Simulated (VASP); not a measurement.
Wanted: the native input for a VASP 6.6.1 run.

- Task: single point
- Functional: r2SCAN
- Potentials or basis: VASP PAW PBE potentials, release 64 (Cs_sv, H)
- Cutoff: 520 eV
- k mesh: 4 × 4 × 4
- Occupations: gaussian, width 0.01 eV
- Spin: no spin polarisation
- Dipole correction: no
- Further INCAR settings: ALGO = Normal; EDIFF = 1e-07; NBANDS = 12

Crystal: CsH.

```
CELL_PARAMETERS angstrom
3.81307 0.00000 0.00000
0.00000 3.81307 0.00000
0.00000 0.00000 3.81307
ATOMIC_POSITIONS crystal
Cs 0.00000 0.00000 0.00000
H 0.50000 0.50000 0.50000
```

These files were run (other wordings do the same):

POSCAR

```
CsH
1.0
    3.8130657953      0.0000000000      0.0000000000
    0.0000000000      3.8130657953      0.0000000000
    0.0000000000      0.0000000000      3.8130657953
Cs H
1 1
Direct
    0.0000000000      0.0000000000      0.0000000000
    0.5000000000      0.5000000000      0.5000000000
```

INCAR.step1

```
SYSTEM = CsH
ALGO = Normal
EDIFF = 1E-4
ENCUT = 520
GGA = PE
ISMEAR = 0
LASPH = .TRUE.
LCHARG = .FALSE.
LREAL = .FALSE.
LWAVE = .TRUE.
NBANDS = 12
NELM = 60
PREC = Accurate
SIGMA = 0.01
```

INCAR.step2

```
SYSTEM = CsH
ALGO = Normal
EDIFF = 1E-7
ENCUT = 520
ISIF = 2
ISMEAR = 0
ISTART = 1
LASPH = .TRUE.
LCHARG = .FALSE.
LMIXTAU = .TRUE.
LREAL = .FALSE.
LWAVE = .FALSE.
METAGGA = R2SCAN
NBANDS = 12
NELM = 60
PREC = Accurate
SIGMA = 0.01
```

KPOINTS

```
k-points
0
G
  4 4 4
  0 0 0
```

Potentials or basis: VASP PAW PBE potentials, release 64 (Cs_sv, H).

Launch:

```bash
$ cat potpaw_PBE.64/Cs_sv/POTCAR potpaw_PBE.64/H/POTCAR > POTCAR
$ cp INCAR.step1 INCAR
$ mpirun -np 1 vasp_std > vasp.out
$ cp INCAR.step2 INCAR
$ mpirun -np 1 vasp_std > vasp.out
```

Results of the run:

```yaml
Pressure: 0.1 GPa
Band_gap_on_the_k_mesh: 3.15 eV, direct
```

Caveat: the PAW data sets were made with another functional, which shifts forces and pressure a little; spin-orbit coupling is left out, which moves the levels of the heavy elements.

Wall time 23 s on 1 thread of Intel Xeon 6975P-C, on a shared host, peak memory 0.16 GiB.
